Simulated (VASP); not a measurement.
A run of VASP 6.6.1 is set up as follows.

The input INCAR:

```
SYSTEM = CsTlH2
PREC = Accurate
ENCUT = 520
EDIFF = 1E-6
ISMEAR = 0
SIGMA = 0.1
LREAL = .False.
LASPH = .True.
NELM = 100
ALGO = Normal
ISIF = 2
LWAVE = .False.
LCHARG = .False.
GGA = PE
NBANDS = 20
```

The input KPOINTS:

```
Automatic mesh
0
Gamma
  4 4 4
  0 0 0
```

File POSCAR:

```
CsTlH2
1.0
    5.4450000000      0.0000000000      0.0000000000
    0.0000000000      5.4450000000      0.0000000000
    0.0000000000      0.0000000000      4.5102633000
Cs Tl H
1 1 2
Direct
    0.5000000000      0.5000000000      0.5000000000
    0.0000000000      0.0000000000      0.0000000000
    0.5000000000      0.0000000000      0.0000000000
    0.0000000000      0.5000000000      0.0000000000
```

Potentials or basis: VASP PAW PBE potentials, release 64 (Cs_sv, Tl_d, H).

The run is started by

```sh
$ cat potpaw_PBE.64/Cs_sv/POTCAR potpaw_PBE.64/Tl_d/POTCAR potpaw_PBE.64/H/POTCAR > POTCAR
$ mpirun -np 1 vasp_std > vasp.out
```

(1) Estimate the band gap on the k mesh.

(2) What does it give for the pressure?

Answers

(1) zero (band 12 reaches 0.87 eV, above the bottom of band 13 at 0.67 eV).

(2) -2.0 GPa.

Caveat: spin-orbit coupling is left out, which moves the levels of the heavy elements.
